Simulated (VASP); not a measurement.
# Cu (Fm-3m) in VASP: further runs

Cu is run at these levels: BLYP+D3(BJ), SVWN5; tasks: single point.

All numbers are computed with VASP 6.6.1; they aren't measurements. Logs are shortened: lines on timing, memory, paths and dates and some standing lists are left out, and cuts for length are marked.

### Step 1. The cell of the first run

Symmetry: Fm-3m, No. 225, cubic system. Conventional cell: a = 3.566 Å, b = 3.566 Å, c = 3.566 Å, α = 90.00°, β = 90.00°, γ = 90.00°. Within 3.3 Å of Cu (site symmetry m-3m) lie 12 Cu at 2.52 Å.

### Step 2. Single point, BLYP+D3(BJ)

Contents of INCAR:

```
PREC     = Accurate       # precision mode
ENCUT    = 600            # plane-wave cutoff, eV
EDIFF    = 1E-6           # SCF threshold, eV
ISMEAR   = -1             # smearing method
SIGMA    = 0.05           # smearing width, eV
LREAL    = F              # projectors in reciprocal space
LASPH    = T              # aspherical terms in the spheres
NELM     = 120            # most SCF steps
ALGO     = Normal         # electronic algorithm
ISIF     = 2              # what is computed and relaxed
LWAVE    = F              # write WAVECAR
LCHARG   = T              # write CHGCAR
GGA      = B5             # functional
ALDAX    = 1.0          
AGGAX    = 1.0          
AGGAC    = 1.0          
ALDAC    = 0.0          
IVDW     = 12             # dispersion correction
VDW_S6   = 1.0          
VDW_S8   = 2.6996       
VDW_A1   = 0.4298       
VDW_A2   = 4.2359       
LELF     = T              # ELF
LVHAR    = T            
NBANDS   = 12             # bands
GGA_COMPAT= F
```

Contents of KPOINTS:

```
regular mesh
0
Gamma
  13 13 13
```

Contents of POSCAR:

```
Cu
1.0
    0.0000000000      1.7830713297      1.7830713297
    1.7830713297      0.0000000000      1.7830713297
    1.7830713297      1.7830713297      0.0000000000
Cu
1
Direct
    0.0000000000      0.0000000000      0.0000000000
```

Potentials or basis: VASP PAW PBE potentials, release 64 (Cu).

On the command line:

```console
cat potpaw_PBE.64/Cu/POTCAR > POTCAR
mpirun -np 1 vasp_std > vasp.out
```

OUTCAR:

```text
PREC = Accurate
   ENCUT = 600
   EDIFF = 1E-6
   ISMEAR = -1
   LREAL = F
   LASPH = T
   NELM = 120
   ISIF = 2
   GGA = B5
   IVDW = 12
 IVDW          = 12

 ion  position               nearest neighbor table
   1  0.000  0.000  0.000-

  LATTYP: Found a face centered cubic cell.
 ALAT       =     3.5661426594

  Lattice vectors:

 A1 = (   0.0000000000,   1.7830713297,   1.7830713297)
 A2 = (   1.7830713297,   0.0000000000,   1.7830713297)
 A3 = (   1.7830713297,   1.7830713297,   0.0000000000)

Analysis of symmetry for initial positions (statically):
=====================================================================
 Subroutine PRICEL returns:
 Original cell was already a primitive cell.

 Routine SETGRP: Setting up the symmetry group for a
 face centered cubic supercell.

 Subroutine GETGRP returns: Found 48 space group operations
 (whereof 48 operations were pure point group operations)
 out of a pool of 48 trial point group operations.

The static configuration has the point symmetry O_h .

Analysis of symmetry for dynamics (positions and initial velocities):
=====================================================================
 Subroutine PRICEL returns:
 Original cell was already a primitive cell.

 Routine SETGRP: Setting up the symmetry group for a
 face centered cubic supercell.

 Subroutine GETGRP returns: Found 48 space group operations
 (whereof 48 operations were pure point group operations)
 out of a pool of 48 trial point group operations.

The dynamic configuration has the point symmetry O_h .

 Subroutine INISYM returns: Found 48 space group operations
 (whereof 48 operations are pure point group operations),
 and found     1 'primitive' translations

----------------------------------------------------------------------------------------

                                     Primitive cell

  volume of cell :      11.3380

  direct lattice vectors                    reciprocal lattice vectors
     0.000000000  1.783071330  1.783071330    -0.280415030  0.280415030  0.280415030
     1.783071330  0.000000000  1.783071330     0.280415030 -0.280415030  0.280415030
     1.783071330  1.783071330  0.000000000     0.280415030  0.280415030 -0.280415030

  length of vectors
     2.521643657  2.521643657  2.521643657     0.485693079  0.485693079  0.485693079

  position of ions in fractional coordinates (direct lattice)
     0.000000000  0.000000000  0.000000000

  ion indices of the primitive-cell ions
   primitive index   ion index
                 1           1

----------------------------------------------------------------------------------------

 KPOINTS: regular mesh

Automatic generation of k-mesh.
 Grid dimensions read from file:
 generate k-points for:   13   13   13

 Generating k-lattice:

  Cartesian coordinates                     Fractional coordinates (reciprocal lattice)
    -0.021570387  0.021570387  0.021570387     0.076923077  0.000000000  0.000000000
     0.021570387 -0.021570387  0.021570387     0.000000000  0.076923077  0.000000000
     0.021570387  0.021570387 -0.021570387     0.000000000  0.000000000  0.076923077

  Length of vectors
     0.037361006  0.037361006  0.037361006

  Shift w.r.t. Gamma in fractional coordinates (k-lattice)
     0.000000000  0.000000000  0.000000000

 Subroutine IBZKPT returns following result:
 ===========================================

 Found     84 irreducible k-points:

 Following reciprocal coordinates:
            Coordinates               Weight
  0.000000  0.000000  0.000000      1.000000
  0.076923  0.000000  0.000000      8.000000
  0.153846  0.000000  0.000000      8.000000
  0.230769  0.000000  0.000000      8.000000
  0.307692  0.000000  0.000000      8.000000
  0.384615  0.000000  0.000000      8.000000
[... 16 lines left out ...]
  0.384615  0.153846  0.000000     24.000000
  0.461538  0.153846  0.000000     24.000000
 [... further k-points ...]
   k-points           NKPTS =     84   k-points in BZ     NKDIM =     84   number of bands    NBANDS=     12
   number of dos      NEDOS =    301   number of ions     NIONS =      1
   total plane-waves  NPLWV =   8000
   dimension x,y,z NGX =    20 NGY =   20 NGZ =   20
   dimension x,y,z NGXF=    40 NGYF=   40 NGZF=   40
   ions per type =               1
   NGX,Y,Z   is equivalent  to a cutoff of  13.19, 13.19, 13.19 a.u.
   NGXF,Y,Z  is equivalent  to a cutoff of  26.37, 26.37, 26.37 a.u.
 SYSTEM =  unknown system
   PREC   = accura    normal or accurate (medium, high low for compatibility)
   ISTART =      0    job   : 0-new  1-cont  2-samecut
   ICHARG =      2    charge: 1-file 2-atom 10-const
   ISPIN  =      1    spin polarized calculation?
   LNONCOLLINEAR =      F non collinear calculations
   LSORBIT =      F    spin-orbit coupling
   LASPH  =      T    aspherical Exc in radial PAW
   ENCUT  =  600.0 eV  44.10 Ry    6.64 a.u.   5.04  5.04  5.04*2*pi/ulx,y,z
   NELM   =    120;   NELMIN=  2; NELMDL= -5     # of ELM steps
   EDIFF  = 0.1E-05   stopping-criterion for ELM
   LREAL  =      F    real-space projection
   EDIFFG = 0.1E-04   stopping-criterion for IOM
   NSW    =      0    number of steps for IOM
   IBRION =     -1    ionic relax: 0-MD 1-quasi-New 2-CG
   NFREE  =      0    steps in history (QN), initial steepest desc. (CG)
   ISIF   =      2    stress and relaxation
   ISYM   =      2    0-nonsym 1-usesym 2-fastsym
   POTIM  = 0.5000    time-step for ionic-motion
   TEBEG  =    0.0;   TEEND  =   0.0 temperature during run
   PSTRESS=    0.0 pullay stress
   NELECT =      11.0000    total number of electrons
   NUPDOWN=      -1.0000    fix difference up-down
   EMIN   =  10.00;   EMAX   =-10.00  energy-range for DOS
   EFERMI =   0.00;   METHOD = LEGACY
   ISMEAR =    -1;   SIGMA  =   0.05  broadening in eV -4-tet -1-fermi 0-gaus
   EFERMI_NEDOS =   21; number of points for ismear=-14 and -15
   IALGO  =     38    algorithm
   IMIX   =      4    mixing-type and parameters
     AMIX     =   0.40;   BMIX     =  1.00
     AMIX_MAG =   1.60;   BMIX_MAG =  1.00
  volume/ion in A,a.u.               =      11.34        76.51
  Fermi-wavevector in a.u.,A,eV,Ry     =   1.620667  3.062616 35.736521  2.626560
  Thomas-Fermi vector in A             =   2.714568
   LORBIT       =      0    0 simple, 1 ext, 2 COOP (PROOUT), +10 PAW based schemes
   GGA     = B5    functional components
   LHFCALC =     F    Hartree Fock is set to
   AEXX    =    0.0000 exact exchange contribution
   IVDW    =    12    specifies the selected vdW correction
   LEPSILON=     F    determine dielectric tensor
   LRPA    =     F    only Hartree local field effects (RPA)
 non-spin polarized calculation
  energy-cutoff  :      600.00
  volume of cell :       11.34
 maximum number of plane-waves:       388
   NGX =  9   NGY =  9   NGZ =  9

 number of electron      11.0000013 magnetization

 Free energy of the ion-electron system (eV)
  ---------------------------------------------------
  ext. energy  EPLUGINS =         0.00000000
  ---------------------------------------------------
  free energy    TOTEN  =        -2.91214207 eV

  energy without entropy =       -2.90958149  energy(sigma->0) =       -2.91086178

 E-fermi :   8.8099     XC(G=0): -12.3920

 val. band max:        8.5988706521   @ k =   0.4615   0.2308   0.0000
 cond. band min:       8.8152355996   @ k =   0.4615   0.3077   0.0000
 fundamental gap:      0.2163649475
 Fermi energy:         8.8099184224

 k-point     1 :       0.0000    0.0000    0.0000
  band No.  band energies     occupation
      1      -0.9768      2.00000
      2       5.3380      2.00000
      3       5.3380      2.00000
      4       5.3380      2.00000
      5       6.2072      2.00000
      6       6.2072      2.00000
      7      31.8562      0.00000
      8      34.4496      0.00000
      9      34.4496      0.00000
     10      34.4496      0.00000
     11      37.1135      0.00000
     12      37.1135      0.00000

 k-point     2 :       0.0769    0.0000    0.0000
  band No.  band energies     occupation
      1      -0.7549      2.00000
      2       5.2914      2.00000
      3       5.3805      2.00000
      4       5.3805      2.00000
      5       6.1911      2.00000
      6       6.1911      2.00000
      7      30.3819      0.00000
      8      32.7783      0.00000
      9      33.8444      0.00000
     10      33.8444      0.00000
     11      38.0235      0.00000
     12      38.0235      0.00000

 k-point     3 :       0.1538    0.0000    0.0000
  band No.  band energies     occupation
      1      -0.1058      2.00000
      2       5.1790      2.00000
      3       5.4720      2.00000
      4       5.4720      2.00000
      5       6.1768      2.00000
      6       6.1768      2.00000
      7      26.4413      0.00000
      8      32.3911      0.00000
      9      32.9177      0.00000
     10      32.9177      0.00000
     11      39.0921      0.00000
     12      39.4658      0.00000
[... 286 lines left out ...]
 k-point    23 :       0.3846    0.1538    0.0000
  band No.  band energies     occupation
      1       2.9765      2.00000
      2       4.8249      2.00000
      3       5.2884      2.00000
      4       5.7103      2.00000
      5       6.7396      2.00000
      6       7.0794      2.00000
      7      18.0972      0.00000
      8      27.0660      0.00000
      9      27.4611      0.00000
     10      29.7803      0.00000
     11      38.8387      0.00000
     12      40.3713      0.00000

 k-point    24 :       0.4615    0.1538    0.0000
  band No.  band energies     occupation
      1       3.5269      2.00000
      2       4.9957      2.00000
      3       5.3870      2.00000
      4       5.6298      2.00000
      5       6.8397      2.00000
      6       8.2661      1.99996
      7      14.9087      0.00000
      8      25.9987      0.00000
      9      27.2476      0.00000
     10      29.6369      0.00000
     11      39.5234      0.00000
     12      39.7160      0.00000

 [... further k-points ...]

------------------------ aborting loop because EDIFF is reached ----------------------------------------

 Edisp (eV)   -1.37634

 E8    (eV) :    -1.0039

  FORCE on cell =-STRESS in cart. coord.  units (eV):
  Direction    XX          YY          ZZ          XY          YZ          ZX
  --------------------------------------------------------------------------------------
  -------------------------------------------------------------------------------------
  Total      -0.18319    -0.18319    -0.18319     0.00000     0.00000     0.00000
  in kB     -25.88640   -25.88640   -25.88640     0.00000     0.00000     0.00000
  external pressure =      -25.89 kB  Pullay stress =        0.00 kB

 VOLUME and BASIS-vectors are now :
 -----------------------------------------------------------------------------
  energy-cutoff  :      600.00
  volume of cell :       11.34
      direct lattice vectors                 reciprocal lattice vectors
     0.000000000  1.783071330  1.783071330    -0.280415030  0.280415030  0.280415030
     1.783071330  0.000000000  1.783071330     0.280415030 -0.280415030  0.280415030
     1.783071330  1.783071330  0.000000000     0.280415030  0.280415030 -0.280415030

 POSITION                                       TOTAL-FORCE (eV/Angst)
 -----------------------------------------------------------------------------------
      0.00000      0.00000      0.00000         0.000000      0.000000      0.000000
 -----------------------------------------------------------------------------------
    total drift:                               -0.000000     -0.000000     -0.000000

  FREE ENERGIE OF THE ION-ELECTRON SYSTEM (eV)
  ---------------------------------------------------
  free  energy   TOTEN  =        -4.2884860211 eV

  energy  without entropy=       -4.2859254467  energy(sigma->0) =       -4.28720573
```

It took 9.8 s on 1 thread of AMD EPYC 9R45 (Zen 5), shared host; peak memory 0.11 GiB.

What came out:

| Quantity | Value |
| --- | --- |
| Free energy | -4.2885 eV |
| Pressure | -2.6 GPa |
| Band gap on the k mesh | zero (an odd number of electrons rules out a gap without spin polarisation) |
| Dispersion energy per atom | -1.376 eV |

Levels at points of the mesh, in eV from the Fermi level:
```csv
k point,band 3,band 4,band 5,band 6,band 7,band 8,band 9,band 10
"(0.00, 0.00, 0.00)",-3.47,-3.47,-2.60,-2.60,23.05,25.64,25.64,25.64
```

Caveat: the PAW data sets were made with another functional, which shifts forces and pressure a little.

(Part 1 of 2 ends here.)
